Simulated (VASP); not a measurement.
# In (Im-3m) in VASP: a series of runs

Runs on In. Level: PBE. Tasks: single point.

Everything below comes from runs of VASP 6.6.1. Logs are shortened: lines on timing, memory, paths and dates and some standing lists are left out, and cuts for length are marked.

**1. The cell of the first run**

The structure is cubic, space group Im-3m (No. 229). Conventional cell: a = 3.815 Å, b = 3.815 Å, c = 3.815 Å, α = 90.00°, β = 90.00°, γ = 90.00°. In (site symmetry m-3m) has 14 In at 3.30 to 3.82 Å within 4.3 Å.

This isn't the form of In at room conditions, which is tetragonal.

**2. Single point, PBE**

INCAR

```
ALGO     = Normal         # electronic algorithm
EDIFF    = 1E-7           # SCF threshold, eV
ENCUT    = 520            # plane-wave cutoff, eV
GGA      = PE             # functional
ISIF     = 2              # what is computed and relaxed
ISMEAR   = -1             # smearing method
LASPH    = True           # aspherical terms in the spheres
LCHARG   = True           # write CHGCAR
LELF     = True           # ELF
LREAL    = False          # projectors in reciprocal space
LVHAR    = True         
LWAVE    = False          # write WAVECAR
NBANDS   = 12             # bands
NELM     = 100            # most SCF steps
PREC     = Accurate       # precision mode
SIGMA    = 0.06122561905347299 # smearing width, eV
```

KPOINTS

```
k-points
0
Gamma
  14 14 14
```

POSCAR

```
In
1.0
   -1.9075976943      1.9075976943      1.9075976943
    1.9075976943     -1.9075976943      1.9075976943
    1.9075976943      1.9075976943     -1.9075976943
In
1
Direct
    0.0000000000      0.0000000000      0.0000000000
```

Potentials or basis: VASP PAW PBE potentials, release 64 (In_d).

Command:

```sh
$ cat potpaw_PBE.64/In_d/POTCAR > POTCAR
$ mpirun -np 1 vasp_std > vasp.out
```

OUTCAR:

```text
EDIFF = 1E-7
   ENCUT = 520
   GGA = PE
   ISIF = 2
   ISMEAR = -1
   LASPH = True
   LREAL = False
   NELM = 100
   PREC = Accurate

 ion  position               nearest neighbor table
   1  0.000  0.000  0.000-

  LATTYP: Found a body centered cubic cell.
 ALAT       =     3.8151953886

  Lattice vectors:

 A1 = (  -1.9075976943,   1.9075976943,   1.9075976943)
 A2 = (   1.9075976943,  -1.9075976943,   1.9075976943)
 A3 = (   1.9075976943,   1.9075976943,  -1.9075976943)

Analysis of symmetry for initial positions (statically):
=====================================================================
 Subroutine PRICEL returns:
 Original cell was already a primitive cell.

 Routine SETGRP: Setting up the symmetry group for a
 body centered cubic supercell.

 Subroutine GETGRP returns: Found 48 space group operations
 (whereof 48 operations were pure point group operations)
 out of a pool of 48 trial point group operations.

The static configuration has the point symmetry O_h .

Analysis of symmetry for dynamics (positions and initial velocities):
=====================================================================
 Subroutine PRICEL returns:
 Original cell was already a primitive cell.

 Routine SETGRP: Setting up the symmetry group for a
 body centered cubic supercell.

 Subroutine GETGRP returns: Found 48 space group operations
 (whereof 48 operations were pure point group operations)
 out of a pool of 48 trial point group operations.

The dynamic configuration has the point symmetry O_h .

 Subroutine INISYM returns: Found 48 space group operations
 (whereof 48 operations are pure point group operations),
 and found     1 'primitive' translations

----------------------------------------------------------------------------------------

                                     Primitive cell

  volume of cell :      27.7665

  direct lattice vectors                    reciprocal lattice vectors
    -1.907597694  1.907597694  1.907597694     0.000000000  0.262109774  0.262109774
     1.907597694 -1.907597694  1.907597694     0.262109774  0.000000000  0.262109774
     1.907597694  1.907597694 -1.907597694     0.262109774  0.262109774  0.000000000

  length of vectors
     3.304056127  3.304056127  3.304056127     0.370679197  0.370679197  0.370679197

  position of ions in fractional coordinates (direct lattice)
     0.000000000  0.000000000  0.000000000

  ion indices of the primitive-cell ions
   primitive index   ion index
                 1           1

----------------------------------------------------------------------------------------

 KPOINTS: k-points

Automatic generation of k-mesh.
 Grid dimensions read from file:
 generate k-points for:   14   14   14

 Generating k-lattice:

  Cartesian coordinates                     Fractional coordinates (reciprocal lattice)
     0.000000000  0.018722127  0.018722127     0.071428571  0.000000000  0.000000000
     0.018722127  0.000000000  0.018722127     0.000000000  0.071428571  0.000000000
     0.018722127  0.018722127  0.000000000     0.000000000  0.000000000  0.071428571

  Length of vectors
     0.026477085  0.026477085  0.026477085

  Shift w.r.t. Gamma in fractional coordinates (k-lattice)
     0.000000000  0.000000000  0.000000000

 Subroutine IBZKPT returns following result:
 ===========================================

 Found    104 irreducible k-points:

 Following reciprocal coordinates:
            Coordinates               Weight
  0.000000  0.000000  0.000000      1.000000
  0.071429  0.000000  0.000000     12.000000
  0.142857  0.000000  0.000000     12.000000
  0.214286  0.000000  0.000000     12.000000
  0.285714  0.000000  0.000000     12.000000
  0.357143  0.000000  0.000000     12.000000
[... 16 lines left out ...]
  0.285714  0.285714  0.000000     24.000000
  0.357143  0.285714  0.000000     24.000000
 [... further k-points ...]
   k-points           NKPTS =    104   k-points in BZ     NKDIM =    104   number of bands    NBANDS=     12
   number of dos      NEDOS =    301   number of ions     NIONS =      1
   total plane-waves  NPLWV =  21952
   dimension x,y,z NGX =    28 NGY =   28 NGZ =   28
   dimension x,y,z NGXF=    56 NGYF=   56 NGZF=   56
   ions per type =               1
   NGX,Y,Z   is equivalent  to a cutoff of  14.09, 14.09, 14.09 a.u.
   NGXF,Y,Z  is equivalent  to a cutoff of  28.18, 28.18, 28.18 a.u.
 SYSTEM =  unknown system
   PREC   = accura    normal or accurate (medium, high low for compatibility)
   ISTART =      0    job   : 0-new  1-cont  2-samecut
   ICHARG =      2    charge: 1-file 2-atom 10-const
   ISPIN  =      1    spin polarized calculation?
   LNONCOLLINEAR =      F non collinear calculations
   LSORBIT =      F    spin-orbit coupling
   LASPH  =      T    aspherical Exc in radial PAW
   ENCUT  =  520.0 eV  38.22 Ry    6.18 a.u.   6.14  6.14  6.14*2*pi/ulx,y,z
   NELM   =    100;   NELMIN=  2; NELMDL= -5     # of ELM steps
   EDIFF  = 0.1E-06   stopping-criterion for ELM
   LREAL  =      F    real-space projection
   EDIFFG = 0.1E-05   stopping-criterion for IOM
   NSW    =      0    number of steps for IOM
   IBRION =     -1    ionic relax: 0-MD 1-quasi-New 2-CG
   NFREE  =      0    steps in history (QN), initial steepest desc. (CG)
   ISIF   =      2    stress and relaxation
   ISYM   =      2    0-nonsym 1-usesym 2-fastsym
   POTIM  = 0.5000    time-step for ionic-motion
   TEBEG  =    0.0;   TEEND  =   0.0 temperature during run
   PSTRESS=    0.0 pullay stress
   NELECT =      13.0000    total number of electrons
   NUPDOWN=      -1.0000    fix difference up-down
   EMIN   =  10.00;   EMAX   =-10.00  energy-range for DOS
   EFERMI =   0.00;   METHOD = LEGACY
   ISMEAR =    -1;   SIGMA  =   0.06  broadening in eV -4-tet -1-fermi 0-gaus
   EFERMI_NEDOS =   21; number of points for ismear=-14 and -15
   IALGO  =     38    algorithm
   IMIX   =      4    mixing-type and parameters
     AMIX     =   0.40;   BMIX     =  1.00
     AMIX_MAG =   1.60;   BMIX_MAG =  1.00
  volume/ion in A,a.u.               =      27.77       187.38
  Fermi-wavevector in a.u.,A,eV,Ry     =   1.271206  2.402230 21.986524  1.615964
  Thomas-Fermi vector in A             =   2.404151
   LORBIT       =      0    0 simple, 1 ext, 2 COOP (PROOUT), +10 PAW based schemes
   GGA     = PE    functional components
   LHFCALC =     F    Hartree Fock is set to
   AEXX    =    0.0000 exact exchange contribution
   IVDW    =     0    specifies the selected vdW correction
   LEPSILON=     F    determine dielectric tensor
   LRPA    =     F    only Hartree local field effects (RPA)
 non-spin polarized calculation
  energy-cutoff  :      520.00
  volume of cell :       27.77
 maximum number of plane-waves:       767
 NGX is ok and might be reduce to    28
   NGX = 13   NGY = 13   NGZ = 13

 number of electron      13.0000004 magnetization

 Free energy of the ion-electron system (eV)
  ---------------------------------------------------
  ext. energy  EPLUGINS =         0.00000000
  ---------------------------------------------------
  free energy    TOTEN  =        -2.55093604 eV

  energy without entropy =       -2.54243274  energy(sigma->0) =       -2.54668439

 E-fermi :   6.8291     XC(G=0):  -9.9757

 val. band max:        6.8094829352   @ k =   0.3571   0.2857   0.0000
 cond. band min:       6.8402273539   @ k =  -0.3571  -0.4286   0.1429
 fundamental gap:      0.0307444188
 Fermi energy:         6.8290536841

 k-point     1 :       0.0000    0.0000    0.0000
  band No.  band energies     occupation
      1      -7.7546      2.00000
      2      -7.7546      2.00000
      3      -7.7546      2.00000
      4      -7.5163      2.00000
      5      -7.5163      2.00000
      6      -2.2725      2.00000
      7      17.3430      0.00000
      8      17.3430      0.00000
      9      17.3430      0.00000
     10      19.6900      0.00000
     11      19.6900      0.00000
     12      19.6900      0.00000

 k-point     2 :       0.0714    0.0000    0.0000
  band No.  band energies     occupation
      1      -7.7593      2.00000
      2      -7.7499      2.00000
      3      -7.7363      2.00000
      4      -7.5213      2.00000
      5      -7.5165      2.00000
      6      -2.1598      2.00000
      7      16.2335      0.00000
      8      16.8195      0.00000
      9      17.1029      0.00000
     10      18.8815      0.00000
     11      19.2058      0.00000
     12      19.5351      0.00000

 k-point     3 :       0.1429    0.0000    0.0000
  band No.  band energies     occupation
      1      -7.7723      2.00000
      2      -7.7393      2.00000
      3      -7.6845      2.00000
      4      -7.5339      2.00000
      5      -7.5171      2.00000
      6      -1.8196      2.00000
      7      13.9683      0.00000
      8      15.7793      0.00000
      9      16.4528      0.00000
     10      18.1488      0.00000
     11      18.4629      0.00000
     12      19.6164      0.00000

 k-point     4 :       0.2143    0.0000    0.0000
  band No.  band energies     occupation
      1      -7.7912      2.00000
      2      -7.7322      2.00000
      3      -7.6087      2.00000
      4      -7.5463      2.00000
      5      -7.5178      2.00000
      6      -1.2475      2.00000
      7      11.5697      0.00000
      8      14.7160      0.00000
      9      15.6696      0.00000
     10      17.5739      0.00000
     11      17.8145      0.00000
     12      20.1017      0.00000

 k-point     5 :       0.2857    0.0000    0.0000
  band No.  band energies     occupation
      1      -7.8121      2.00000
      2      -7.7382      2.00000
      3      -7.5491      2.00000
      4      -7.5228      2.00000
      5      -7.5185      2.00000
      6      -0.4406      2.00000
      7       9.2752      0.00000
      8      13.7996      0.00000
      9      14.9653      0.00000
     10      17.1352      0.00000
     11      17.3074      0.00000
     12      20.8786      0.00000
[... 228 lines left out ...]
      1      -7.8059      2.00000
      2      -7.7024      2.00000
      3      -7.5527      2.00000
      4      -7.5426      2.00000
      5      -7.4478      2.00000
      6       1.9530      2.00000
      7       6.7722      1.43360
      8       8.7912      0.00000
      9      13.1396      0.00000
     10      18.5346      0.00000
     11      19.7728      0.00000
     12      22.6567      0.00000

 k-point    22 :       0.3571    0.2143    0.0000
  band No.  band energies     occupation
      1      -7.8095      2.00000
      2      -7.6972      2.00000
      3      -7.5593      2.00000
      4      -7.5289      2.00000
      5      -7.4393      2.00000
      6       3.1918      2.00000
      7       5.2053      2.00000
      8       8.4570      0.00000
      9      12.9355      0.00000
     10      18.3819      0.00000
     11      20.8985      0.00000
     12      22.1776      0.00000

 k-point    23 :       0.2857    0.2857    0.0000
  band No.  band energies     occupation
      1      -7.8038      2.00000
      2      -7.6669      2.00000
      3      -7.5769      2.00000
      4      -7.5262      2.00000
      5      -7.4590      2.00000
      6       3.1162      2.00000
      7       6.1525      1.99997
      8       7.2861      0.00114
      9      12.8654      0.00000
     10      19.5334      0.00000
     11      19.5641      0.00000
     12      22.1501      0.00000

 k-point    24 :       0.3571    0.2857    0.0000
  band No.  band energies     occupation
      1      -7.8031      2.00000
      2      -7.6467      2.00000
      3      -7.5931      2.00000
      4      -7.5106      2.00000
      5      -7.4729      2.00000
      6       3.9500      2.00000
      7       5.4713      2.00000
      8       6.8095      1.15848
      9      12.7724      0.00000
     10      19.4707      0.00000
     11      20.7276      0.00000
     12      20.8053      0.00000

 [... further k-points ...]

------------------------ aborting loop because EDIFF is reached ----------------------------------------

  FORCE on cell =-STRESS in cart. coord.  units (eV):
  Direction    XX          YY          ZZ          XY          YZ          ZX
  --------------------------------------------------------------------------------------
  -------------------------------------------------------------------------------------
  Total       -0.0077098     -0.0077098     -0.0077098     -0.0000000      0.0000000     -0.0000000
  in kB       -0.4448678     -0.4448678     -0.4448678     -0.0000000      0.0000000     -0.0000000
  external PRESSURE =      -0.4448678 kB  Pullay stress =       0.0000000 kB

 VOLUME and BASIS-vectors are now :
 -----------------------------------------------------------------------------
  energy-cutoff  :      520.00
  volume of cell :       27.77
      direct lattice vectors                 reciprocal lattice vectors
    -1.907597694  1.907597694  1.907597694     0.000000000  0.262109774  0.262109774
     1.907597694 -1.907597694  1.907597694     0.262109774  0.000000000  0.262109774
     1.907597694  1.907597694 -1.907597694     0.262109774  0.262109774  0.000000000

 POSITION                                       TOTAL-FORCE (eV/Angst)
 -----------------------------------------------------------------------------------
      0.00000      0.00000      0.00000        -0.000000      0.000000     -0.000000
 -----------------------------------------------------------------------------------
    total drift:                               -0.000000      0.000000      0.000000

  FREE ENERGIE OF THE ION-ELECTRON SYSTEM (eV)
  ---------------------------------------------------
  free  energy   TOTEN  =        -2.5509360414 eV

  energy  without entropy=       -2.5424327432  energy(sigma->0) =       -2.54668439
```

It took 54 s on 1 thread of AMD EPYC 7R13, shared host; peak memory 0.15 GiB.

What came out:

```
Free energy            : -2.5509 eV
Pressure               : 0.0 GPa
Band gap on the k mesh : zero (an odd number of electrons rules out a gap without spin polarisation)
```

Caveat: spin-orbit coupling is left out, which moves the levels of the heavy elements.

(Part 1 of 2 ends here.)
